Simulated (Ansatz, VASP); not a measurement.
# Two plane-wave programs on TiO2

File INCAR:

```
PREC = Accurate ; ENCUT = 520
EDIFF = 1E-6 ; ISMEAR = 0
SIGMA = 0.05 ; LREAL = False
LASPH = True ; NELM = 150
ALGO = Normal ; ISIF = 2
LWAVE = False ; LCHARG = True
LMAXMIX = 4 ; LDAU = True
LDAUTYPE = 2 ; LDAUL = 2 -1
LDAUU = 4 0 ; LDAUJ = 0 0
LDAUPRINT = 1 ; GGA = PE
LELF = True ; LVHAR = True
NBANDS = 33
```

Contents of KPOINTS:

```
regular mesh
0
Gamma
  8 8 8
```

Contents of POSCAR:

```
TiO2
1.0
   -1.8306501367      1.8306501367      5.3154757370
    1.8306501367     -1.8306501367      5.3154757370
    1.8306501367      1.8306501367     -5.3154757370
Ti O
2 4
Direct
    0.0000000000      0.0000000000      0.0000000000
    0.7500000000      0.2500000000      0.5000000000
    0.2001152117      0.2001152117      0.0000000000
    0.9501152117      0.4501152117      0.5000000000
    0.5498847883      0.0498847883      0.5000000000
    0.7998847883      0.7998847883      0.0000000000
```

Input for Ansatz:

```yaml
crystal:
  lattice:
    - [-1.8306501367, 1.8306501367, 5.315475737]
    - [1.8306501367, -1.8306501367, 5.315475737]
    - [1.8306501367, 1.8306501367, -5.315475737]
  atoms:
    - { symbol: Ti, position: [0.0, 0.0, 0.0] }
    - { symbol: Ti, position: [0.75, 0.25, 0.5] }
    - { symbol: O, position: [0.2001152117, 0.2001152117, 0.0] }
    - { symbol: O, position: [0.9501152117, 0.4501152117, 0.5] }
    - { symbol: O, position: [0.5498847883, 0.0498847883, 0.5] }
    - { symbol: O, position: [0.7998847883, 0.7998847883, 0.0] }
basis:
  ecutwfc: 520.0
kpoints:
  mp_grid: { grid: [8, 8, 8] }
hamiltonian:
  xc: pbe
  pseudopotentials: { kind: paw, azcp: { folder: soft_1 } }
  hubbard: { sites: [{ species: Ti, l: d, u_eff: 4.0 }] }
scf:
  occupations: { method: gaussian, width: 0.05 }
output:
  forces: true
  stress: true
  eigenvalues: true
```

Alike in both runs: task single point; functional PBE; k mesh 8 × 8 × 8; occupations gaussian, width 0.05 eV; no spin polarisation; Hubbard terms Ti d U = 4.0 eV.

```csv
,VASP,Ansatz
version,VASP 6.6.1,Ansatz 0.2.0
potentials or method,"VASP PAW PBE potentials, release 64 (Ti_sv, O), cutoff 520 eV","scalar-relativistic, plane waves, PAW"
valence electrons in the cell,48,48
```

|  | VASP | Ansatz | Ansatz less VASP |
| --- | --- | --- | --- |
| gap on the k mesh at the Fermi level (eV) | 2.94 | 2.85 | -0.083 |
| least direct gap on the mesh (eV) | 3.26 | 3.18 | -0.081 |
| pressure (GPa) | 7.6 | 3.1 | -4.53 |
| traceless stress, the component that is largest in VASP (GPa) | -12.84 | -10.77 | +2.067 |
| rms of the force components (eV/Å) | 0.199 | 0.204 | +0.0049 |

The programs project onto different local orbitals, so the same U acts differently, and such runs can settle in different states. Atom by atom the forces differ by 0.005 eV/Å (rms over components).
